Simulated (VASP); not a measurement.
# V (P1) in VASP: notebook, part 2 of 2

VASP 6.6.1. Earlier steps stand in the parts before.

### 4 Single point, PBEsol

INCAR

```
SYSTEM = V
ALGO = Normal
EDIFF = 1E-6
ENCUT = 520
GGA = PS
ISIF = 2
ISMEAR = -1
LASPH = .TRUE.
LCHARG = .FALSE.
LREAL = Auto
LWAVE = .FALSE.
NBANDS = 118
NELM = 80
PREC = Accurate
SIGMA = 0.17
```

KPOINTS

```
k-points
0
G
  2 2 2
  0 0 0
```

POSCAR

```
V
1.0
    6.0400000000      0.0000000000      0.0000000000
    0.0000000000      6.0400000000      0.0000000000
    0.0000000000      0.0000000000      6.0400000000
V
16
Direct
    0.0133940397      0.0098013245      0.0589238411
    0.4975827815      0.0073013245      0.0287086093
   -0.0349834437      0.4849006623      0.0749006623
   -0.0206456954     -0.0098675497      0.5284105960
    0.2362086093      0.2992052980      0.3139238411
    0.5053642384      0.4718377483      0.1018543046
    0.4973675497      0.0187913907      0.5201821192
    0.7484602649      0.2432119205      0.2685099338
    0.0101490066      0.5162913907      0.6028145695
    0.2517384106      0.7625165563      0.3086258278
    0.2729304636      0.2379966887      0.8135927152
    0.4584437086      0.5258774834      0.5579635762
    0.7529470199      0.7275662252      0.3371026490
    0.7498013245      0.2292715232      0.8123013245
    0.2347682119      0.7533774834      0.7784768212
    0.7534271523      0.7416225166      0.8187748344
```

Potentials or basis: VASP PAW PBE potentials, release 64 (V_sv).

On the command line:

```
cat potpaw_PBE.64/V_sv/POTCAR > POTCAR
mpirun -np 1 vasp_std > vasp.out
```

OUTCAR:

```text
SYSTEM = V
   EDIFF = 1E-6
   ENCUT = 520
   GGA = PS
   ISIF = 2
   ISMEAR = -1
   LASPH = .TRUE.
   LREAL = Auto
   NELM = 80
   PREC = Accurate

 ion  position               nearest neighbor table
   1  0.013  0.010  0.059-   8 2.48  14 2.55  11 2.56  10 2.56  15 2.66  16 2.68   5 2.69   4 2.85
                            13 2.86   3 2.89
   2  0.498  0.007  0.029-  11 2.34  14 2.41   8 2.53  16 2.56  15 2.68  10 2.69   6 2.84
   3  0.965  0.485  0.075-   8 2.28   5 2.45  13 2.51  16 2.54  14 2.57   6 2.78  10 2.79  11 2.86
                             9 2.87   1 2.89  15 2.91
   4  0.979  0.990  0.528-  13 2.39  10 2.52  15 2.59   8 2.60  14 2.64  16 2.68   5 2.75   1 2.85
                            11 2.89   9 2.90   7 2.92
   5  0.236  0.299  0.314-   6 2.32  12 2.42   3 2.45   9 2.57   7 2.63   1 2.69   4 2.75  10 2.80

   6  0.505  0.472  0.102-   8 2.25   5 2.32  13 2.58  10 2.64  11 2.65  14 2.72   3 2.78  12 2.79
                            16 2.80   2 2.84
   7  0.497  0.019  0.520-  10 2.50   8 2.54  13 2.59  11 2.59   5 2.63  14 2.66  15 2.74  16 2.91
                             4 2.92
   8  0.748  0.243  0.269-   6 2.25   3 2.28   1 2.48   2 2.53   7 2.54   4 2.60  14 2.76
   9  0.010  0.516  0.603-  15 2.24  16 2.44  13 2.57   5 2.57  11 2.64  14 2.66  12 2.72  10 2.74
                             3 2.87   4 2.90
  10  0.252  0.763  0.309-  12 2.42   7 2.50   4 2.52   1 2.56   6 2.64   2 2.69   9 2.74   3 2.79
                             5 2.80  15 2.84
  11  0.273  0.238  0.814-   2 2.34   1 2.56  12 2.58   7 2.59   9 2.64   6 2.65   3 2.86  14 2.88
                             4 2.89
  12  0.458  0.526  0.558-  15 2.34   5 2.42  10 2.42  13 2.54  11 2.58  16 2.71   9 2.72   6 2.79

  13  0.753  0.728  0.337-   4 2.39   3 2.51  12 2.54   9 2.57   6 2.58   7 2.59   1 2.86  16 2.91

  14  0.750  0.229  0.812-   2 2.41   1 2.55   3 2.57   4 2.64   7 2.66   9 2.66   6 2.72   8 2.76
                            11 2.88
  15  0.235  0.753  0.778-   9 2.24  12 2.34   4 2.59   1 2.66   2 2.68   7 2.74  10 2.84   3 2.91
                            16 2.92
  16  0.753  0.742  0.819-   9 2.44   3 2.54   2 2.56   4 2.68   1 2.68  12 2.71   6 2.80   7 2.91
                            13 2.91  15 2.92

  LATTYP: Found a simple cubic cell.
 ALAT       =     6.0400000000

  Lattice vectors:

 A1 = (   6.0400000000,   0.0000000000,   0.0000000000)
 A2 = (   0.0000000000,   6.0400000000,   0.0000000000)
 A3 = (   0.0000000000,   0.0000000000,   6.0400000000)
[... 169 lines left out ...]
 non-spin polarized calculation
  energy-cutoff  :      520.00
  volume of cell :      220.35
 maximum number of plane-waves:      6031
 NGX is ok and might be reduce to    48
   NGX = 23   NGY = 23   NGZ = 23

 number of electron     207.9999999 magnetization

 Free energy of the ion-electron system (eV)
  ---------------------------------------------------
  ext. energy  EPLUGINS =         0.00000000
  ---------------------------------------------------
  free energy    TOTEN  =      -152.87433320 eV

  energy without entropy =     -150.81198228  energy(sigma->0) =     -151.84315774

 E-fermi :   9.4081     XC(G=0): -12.8902

 val. band max:        9.3643824750   @ k =   0.5000   0.5000   0.0000
 cond. band min:       9.4103109116   @ k =   0.0000   0.0000   0.0000
 fundamental gap:      0.0459284366
 Fermi energy:         9.4080526308

 k-point     1 :       0.0000    0.0000    0.0000
  band No.  band energies     occupation
      1     -54.2243      2.00000
      2     -54.1222      2.00000
      3     -54.0974      2.00000
      4     -54.0631      2.00000
      5     -54.0577      2.00000
      6     -54.0493      2.00000
[... 941 lines left out ...]
    115      11.1633      0.00007
    116      11.2221      0.00005
 [bands above 116 left out]

------------------------ aborting loop because EDIFF is reached ----------------------------------------

  FORCE on cell =-STRESS in cart. coord.  units (eV):
  Direction    XX          YY          ZZ          XY          YZ          ZX
  --------------------------------------------------------------------------------------
  -------------------------------------------------------------------------------------
  Total       -5.2739375     -7.1196856     -7.8342588      0.2099873      0.9019102     -0.3444820
  in kB      -38.3472963    -51.7679042    -56.9636331      1.5268371      6.5578739     -2.5047607
  external PRESSURE =     -49.0262779 kB  Pullay stress =       0.0000000 kB

 VOLUME and BASIS-vectors are now :
 -----------------------------------------------------------------------------
  energy-cutoff  :      520.00
  volume of cell :      220.35
      direct lattice vectors                 reciprocal lattice vectors
     6.040000000  0.000000000  0.000000000     0.165562914  0.000000000  0.000000000
     0.000000000  6.040000000  0.000000000     0.000000000  0.165562914  0.000000000
     0.000000000  0.000000000  6.040000000     0.000000000  0.000000000  0.165562914

 POSITION                                       TOTAL-FORCE (eV/Angst)
 -----------------------------------------------------------------------------------
      0.08090      0.05920      0.35590        -0.389060     -0.864482     -0.663748
      3.00540      0.04410      0.17340         0.207126     -0.811066      0.670115
      5.82870      2.92880      0.45240         1.727455      0.880252     -0.642153
      5.91530      5.98040      3.19160         0.832249      0.706243      1.113967
      1.42670      1.80720      1.89610        -0.093344     -2.135760     -0.176851
      3.05240      2.84990      0.61520        -0.470748      1.652997     -2.124038
[... 8 lines left out ...]
      1.41800      4.55040      4.70200         0.639769      0.855132      1.850317
      4.55070      4.47940      4.94540        -0.572322      0.122748     -0.256469
 -----------------------------------------------------------------------------------
    total drift:                                0.004634      0.005508      0.003884

  FREE ENERGIE OF THE ION-ELECTRON SYSTEM (eV)
  ---------------------------------------------------
  free  energy   TOTEN  =      -152.8743331966 eV

  energy  without entropy=     -150.8119822759  energy(sigma->0) =     -151.84315774
```

stdout:

```text
POSCAR found type information on POSCAR V
 POSCAR found :  1 types and      16 ions
 scaLAPACK will be used
 -----------------------------------------------------------------------------
|                                                                             |
|                                                                             |
|     You enforced a specific xc type in the INCAR file but a different       |
|     I HOPE YOU KNOW WHAT YOU ARE DOING!                                     |
|                                                                             |
 -----------------------------------------------------------------------------

 LDA part: xc-table for (Slater+PW92), standard interpolation
 POSCAR, INCAR and KPOINTS ok, starting setup
 FFT: planning ... GRIDC
 FFT: planning ... GRID_SOFT
 FFT: planning ... GRID
 WAVECAR not read
 entering main loop
```

It took 17 min on 1 thread of Intel Xeon 8259CL, shared host; peak memory 0.41 GiB.

What came out:

| Item | Value |
| --- | --- |
| Free energy | -152.8743 eV |
| Pressure | -4.9 GPa |
| Largest force | 2.732 eV/Å |
| Band gap on the k mesh | zero (band 104 reaches 9.85 eV, above the bottom of band 105 at 8.94 eV) |

Forces on the atoms (eV/Å):
```
V   -0.389 -0.864 -0.664
V    0.207 -0.811  0.670
V    1.727  0.880 -0.642
V    0.832  0.706  1.114
V   -0.093 -2.136 -0.177
V   -0.471  1.653 -2.124
V    0.020 -0.614  1.002
V    0.009 -0.303  2.388
V   -1.045 -0.848 -1.283
V   -0.661  0.219 -0.326
V   -1.361  0.705 -0.523
V    1.906 -0.839  0.658
V   -0.551  0.970 -1.131
V   -0.198  0.304 -0.555
V    0.640  0.855  1.850
V   -0.572  0.123 -0.256
```

Levels at points of the mesh, in eV from the Fermi level:
| k point | band 102 | band 103 | band 104 | band 105 | band 106 | band 107 |
| --- | --- | --- | --- | --- | --- | --- |
| (0.00, 0.00, 0.00) | 0.22 | 0.33 | 0.45 | 0.47 | 0.54 | 0.67 |
| (0.50, 0.00, 0.00) | 0.02 | 0.07 | 0.08 | 0.14 | 0.16 | 0.29 |
| (0.00, 0.50, 0.00) | -0.05 | 0.03 | 0.08 | 0.13 | 0.17 | 0.26 |
| (0.00, 0.00, 0.50) | -0.14 | -0.07 | 0.03 | 0.07 | 0.18 | 0.37 |
| (0.50, 0.50, 0.00) | -0.28 | -0.20 | -0.16 | -0.04 | 0.02 | 0.11 |
| (0.00, 0.50, 0.50) | -0.37 | -0.34 | -0.30 | -0.27 | -0.13 | 0.04 |
| (0.50, 0.00, 0.50) | -0.31 | -0.29 | -0.21 | -0.08 | 0.03 | 0.16 |
| (0.50, 0.50, 0.50) | -0.68 | -0.60 | -0.53 | -0.47 | -0.39 | -0.36 |

Caveat: the k points lie up to 0.52 Å⁻¹ apart; the PAW data sets were made with another functional, which shifts forces and pressure a little.
